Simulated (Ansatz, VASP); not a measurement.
**Br: VASP beside Ansatz**

```
CELL_PARAMETERS angstrom
6.35643 0.00000 0.00000
0.00000 6.35643 0.00000
0.00000 0.00000 6.35643
ATOMIC_POSITIONS crystal
Br 0.50000 0.50000 0.50000
Br 0.00000 0.00000 0.00000
Br 0.25000 0.00000 0.50000
Br 0.50000 0.25000 0.00000
Br 0.50000 0.75000 0.00000
Br 0.75000 0.00000 0.50000
Br 0.00000 0.50000 0.75000
Br 0.00000 0.50000 0.25000
```

Alike in both runs: task relaxation of cell and atoms; functional PBE; k mesh 6 × 6 × 6; occupations gaussian, width 0.1 eV; no spin polarisation.

|  | VASP | Ansatz |
| --- | --- | --- |
| version | VASP 6.6.1 | Ansatz 0.2.0 |
| potentials or method | VASP PAW PBE potentials, release 64 (Br), cutoff 600 eV | scalar-relativistic, plane waves, PAW |
| valence electrons in the cell | 56 | 56 |

```csv
,VASP,Ansatz,Ansatz less VASP
"gap on the k mesh at the Fermi level, each at its own relaxed structure (eV)",none,none,-
relaxed volume (Å³/atom),26.50,26.50,+0.004
relaxed length of the cell vector where the two differ most in proportion (Å),5.963,5.963,+0.0003
```

A gap of «none» marks a metal or a gap that the smearing closes.

Noted on VASP's run: the volume moved by over 15 % at a fixed basis, so the end points are rough.
